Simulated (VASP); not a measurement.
# B16N15 (a cell with a defect) (vacancy hop of N): single point with PBE

B16N15 (a cell with a defect) (vacancy hop of N):

```
B N
1.0
    -3.62411    3.62411   -3.62411
     3.62411    3.62411    3.62411
     3.62411   -3.62411   -3.62411
B N
16 15
Direct
  0.99968 0.99988 0.94181
  0.99967 0.25269 0.74318
  0.99967 0.49292 0.50286
  0.99968 0.69160 0.25013
  0.25241 0.99994 0.74313
  0.30796 0.30824 0.55843
  0.25238 0.49289 0.25011
  0.23997 0.74716 0.99740
  0.49268 0.99991 0.50284
  0.49269 0.25268 0.25011
  0.50668 0.50690 0.00983
  0.50666 0.75968 0.75710
  0.69138 0.99993 0.25013
  0.74697 0.24018 0.99741
  0.75938 0.50688 0.75712
  0.74694 0.74719 0.49039
  0.49649 0.25002 0.50020
  0.99968 0.24661 0.99999
  0.99966 0.49992 0.75012
  0.99968 0.74979 0.49683
  0.24642 0.99989 0.99997
  0.24979 0.25007 0.74699
  0.24982 0.49681 0.50027
  0.24638 0.74975 0.25011
  0.49967 0.99995 0.75011
  0.49967 0.49994 0.25011
  0.50285 0.75319 0.00338
  0.74956 0.99994 0.49688
  0.74954 0.24665 0.25012
  0.75297 0.50304 0.00342
  0.75293 0.75317 0.75324
```

```json
{"Program": "VASP 6.6.1", "Task": "single point", "Functional": "PBE", "Potentials or basis": "VASP PAW PBE potentials, release 64 (B, N)", "Cutoff": "520 eV", "k mesh": "1 × 1 × 1", "Occupations": "fermi-dirac, width 0.01 eV", "Spin": "no spin polarisation", "Dipole correction": "no", "Charge": "3", "Further INCAR settings": "LREAL = Auto; ALGO = Normal; EDIFF = 1e-06; NBANDS = 82; NELECT = 120.0"}
```

| Property | Result |
| --- | --- |
| Largest force | 0.022 eV/Å |

Forces on the atoms (eV/Å):
```
B    0.003 -0.005 -0.006
B   -0.008 -0.007 -0.007
B   -0.001  0.010  0.008
B    0.006  0.007  0.007
B    0.006 -0.008  0.000
B   -0.009 -0.006  0.002
B    0.008  0.004  0.006
B    0.002  0.009 -0.004
B   -0.007  0.007  0.004
B   -0.010 -0.006 -0.008
B   -0.005  0.003  0.009
B   -0.010 -0.010 -0.005
B   -0.007  0.004 -0.006
B    0.009  0.006  0.004
B    0.000 -0.003  0.010
B    0.009  0.002 -0.008
N   -0.006  0.008 -0.011
N    0.013  0.010  0.010
N    0.000 -0.002 -0.003
N    0.015 -0.012 -0.010
N   -0.005  0.010 -0.009
N    0.007 -0.009 -0.011
N    0.009  0.007  0.012
N   -0.009  0.016 -0.010
N   -0.001 -0.002 -0.004
N   -0.001 -0.003 -0.002
N   -0.006 -0.011  0.008
N    0.006 -0.010 -0.008
N    0.010  0.011  0.008
N   -0.011 -0.009  0.016
N   -0.008 -0.010  0.009
```

Levels at points of the mesh, in eV from the Fermi level:
```
           k point  band 57  band 58  band 59  band 60  band 61  band 62  band 63  band 64
(0.00, 0.00, 0.00)    -1.29    -0.34    -0.34    -0.34     1.29     5.54     5.54     5.70
```

Run time: 27 s on 1 thread of Intel(R) Xeon(R) Platinum 8488C (Sapphire Rapids) (shared host), peak memory 0.31 GiB.

Caveat: the k points lie up to 1.23 Å⁻¹ apart; the cell carries a net charge on a neutralising background, which shifts energy and pressure; the cell is charged against a uniform background, so pressure and absolute levels hang on convention.
